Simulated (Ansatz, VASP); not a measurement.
# Two plane-wave programs on MgSi3N

```xyz
5
Lattice="4.2382 0.0000 0.0000 0.0000 4.2382 0.0000 0.0000 0.0000 4.0029" Properties=species:S:1:pos:R:3 pbc="T T T"
Mg    0.0000    0.0000    3.9689
Si    0.0000    2.1191    1.9196
Si    2.1191    0.0000    1.9196
Si    2.1191    2.1191    0.5282
N     2.1191    2.1191    2.7621
```

Change from the starting cell: species swapped into the PrBPt3 type (P4mm, No. 99).

Alike in both runs: task single point; functional PBE; k mesh 4 × 4 × 4; occupations gaussian, width 0.1 eV; collinear spin.

|  | VASP | Ansatz |
| --- | --- | --- |
| version | VASP 6.6.1 | Ansatz 0.2.0 |
| potentials or method | VASP PAW PBE potentials, release 64 (Mg, Si, N), cutoff 520 eV | scalar-relativistic, plane waves, PAW |
| valence electrons in the cell | 19 | 27 |

|  | VASP | Ansatz | Ansatz less VASP |
| --- | --- | --- | --- |
| gap on the k mesh at the Fermi level (eV) | none | none | - |
| pressure (GPa) | -0.1 | 0.1 | +0.13 |
| rms of the force components (eV/Å) | 0.006 | 0.004 | -0.0020 |
| net moment per atom (μB) | 0.00 | 0.00 | 0.000 |

Atom by atom the forces differ by 0.002 eV/Å (rms over components). A gap of «none» marks a metal or a gap that the smearing closes. With one functional, cell and mesh, what is left measures potentials, basis and numerics. VASP's potentials hold 19 valence electrons a cell and Ansatz's 27, so a difference there can come from the potentials and not from the codes. Ansatz's warnings: seeded moment not kept.

The k mesh is coarse, so the values compare programs but aren't converged.
